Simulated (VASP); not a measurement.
Runs of VASP 6.6.1 on SnO2. The structure is that of space group Pbcn (No. 60), or close to it. The cells are those of the table. 

| cell | gap on the mesh (eV) | pressure (GPa) | largest force (eV/Å) |
| --- | --- | --- | --- |
| a = 4.684, b = 5.361, c = 5.187 Å, 12 atoms | 2.27 | (c) | 0.58 |
| a = 4.759, b = 5.902, c = 5.270 Å, 12 atoms | 1.01 | 0.8 | 0.09 |
| a = 4.659, b = 5.664, c = 5.160 Å, 12 atoms | 1.93 | (b) | 0.30 |
| a = 4.754, b = 5.441, c = 5.265 Å, 12 atoms | 1.73 | (a) | 0.38 |
| a = 4.789, b = 5.593, c = 5.304 Å, 12 atoms | 1.32 | 8.7 | 0.19 |
| a = 4.725, b = 6.224, c = 5.234 Å, 12 atoms | 0.59 | -5.1 | 0.26 |
| a = 4.530, b = 5.732, c = 5.017 Å, 12 atoms | (d) | 33.3 | 0.76 |
| a = 4.886, b = 5.822, c = 5.411 Å, 12 atoms | 0.55 | -6.1 | 0.14 |

Alike in all rows: task single point; level PBE; potentials or basis VASP PAW PBE potentials, release 64 (Sn_d, O); no spin polarisation; k mesh 6 × 6 × 6; cutoff (eV) 520; smearing gaussian 0.05 eV.

**Question.** Estimate the missing entries.

**Answer.** (a) 19.2; (b) 19.5; (c) 32.5; (d) 2.51.

Caveats: spin-orbit coupling is left out, which moves the levels of the heavy elements; semilocal functionals underestimate gaps, and a narrow one can read as zero (at least some runs); the stress differs along the axes, from 29 to 40 GPa (at least some runs); the cell stands under pressure (at least some runs); the stress differs along the axes, from 15 to 26 GPa (at least some runs); the stress differs along the axes, from 6 to 13 GPa (at least some runs); the stress differs along the axes, from -12 to -1 GPa (at least some runs).

A k mesh can miss the band edges, and the runs leave out spin-orbit coupling on Sn.
